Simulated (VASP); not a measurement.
**Zn: single point with RPBE**

Zn:

```
Zn
1.0
     2.71765    0.00000    0.00000
    -0.90588    2.56223    0.00000
    -0.90588   -1.28111    2.21895
Zn
1
Direct
  0.00000 0.00000 0.00000
```

```json
{
  "Program": "VASP 6.6.1",
  "Task": "single point",
  "Functional": "RPBE",
  "Potentials or basis": "VASP PAW PBE potentials, release 64 (Zn)",
  "Cutoff": "500 eV",
  "k mesh": "12 × 12 × 12",
  "Occupations": "gaussian, width 0.1 eV",
  "Spin": "no spin polarisation"
}
```

| Item | Value |
| --- | --- |
| Pressure | 2.8 GPa |
| Band gap on the k mesh | zero (band 6 reaches 7.44 eV, above the bottom of band 7 at 2.27 eV) |

Levels at points of the mesh, in eV from the Fermi level:
```
           k point  band 3  band 4  band 5  band 6  band 7  band 8  band 9  band 10
(0.00, 0.00, 0.00)   -7.73   -7.73   -7.24   -7.24   19.10   19.10   19.10    20.66
(0.50, 0.00, 0.00)   -7.26   -7.21   -6.91   -2.64   -0.94   11.36   12.68    15.24
(0.50, 0.50, 0.50)   -6.99   -6.99   -6.99    4.22    4.22    4.22    7.58     8.49
```

It took 8.1 s on 1 thread of Intel Xeon 6975P-C, with other jobs on the host, peak memory 0.13 GiB.

Caveat: the PAW data sets were made with another functional, which shifts forces and pressure a little.
